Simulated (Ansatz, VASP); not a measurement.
Si5P: VASP beside Ansatz

```
CELL_PARAMETERS angstrom
2.51714 -4.26765 0.00000
2.51714 4.26765 0.00000
0.00000 0.00000 4.99790
ATOMIC_POSITIONS crystal
Si 0.00000 0.50000 0.50000
Si 0.50000 0.00000 0.50000
Si 0.00000 0.50000 0.00000
Si 0.50000 0.00000 0.00000
Si 0.50000 0.50000 0.50000
P 0.50000 0.50000 0.00000
```

Alike in both runs: functional PBE; k mesh 10 × 10 × 8; occupations gaussian, width 0.1 eV; no spin polarisation.

Ansatz relaxed the structure, and its values are those at the end. VASP's run is a single point on that final structure, the one shown.

|  | VASP | Ansatz |
| --- | --- | --- |
| version | VASP 6.6.1 | Ansatz 0.2.0 |
| potentials or method | VASP PAW PBE potentials, release 64 (Si, P), cutoff 520 eV | scalar-relativistic, plane waves, PAW |
| valence electrons in the cell | 25 | 25 |

|  | VASP | Ansatz | Ansatz less VASP |
| --- | --- | --- | --- |
| gap on the k mesh at the Fermi level (eV) | none | none | - |
| pressure (GPa) | -0.1 | 0.0 | +0.07 |

A gap of «none» marks a metal or a gap that the smearing closes.
